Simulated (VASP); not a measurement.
Crystal: SnO.

```xyz
2
Lattice="0.0000 2.7082 2.7082 2.7082 0.0000 2.7082 2.7082 2.7082 0.0000" Properties=species:S:1:pos:R:3 pbc="T T T"
Sn    0.0000    0.0000    0.0000
O     1.3541    1.3541    1.3541
```

Base run:

- Program: VASP 6.6.1
- Functional: PBEsol
- Potentials or basis: VASP PAW PBE potentials, release 64 (Sn_d, O)
- Cutoff: 600 eV
- k mesh: 6 × 6 × 6
- Occupations: fermi-dirac, width 0.02 eV
- Spin: no spin polarisation

Its results: band gap on the k mesh zero (bands 10 and 11 overlap by 0.15 eV); pressure -1.1 GPa.

Question: The run is repeated on the same cell with these changes: functional from PBEsol to HF; cutoff from 600 eV to 520 eV; k mesh from 6 × 6 × 6 to 4 × 4 × 4. What comes out?

Answer: Band gap on the k mesh zero (bands 10 and 11 overlap by 0.36 eV); pressure 2.6 GPa.

Several settings changed at once.

Caveats: some runs use coarse meshes; the structure was generated, so it needn't be the stable form of SnO; the PAW data sets were made with another functional, which shifts forces and pressure a little; spin-orbit coupling is left out, which moves the levels of the heavy elements; semilocal functionals underestimate gaps, and a narrow one can read as zero (at least some runs).
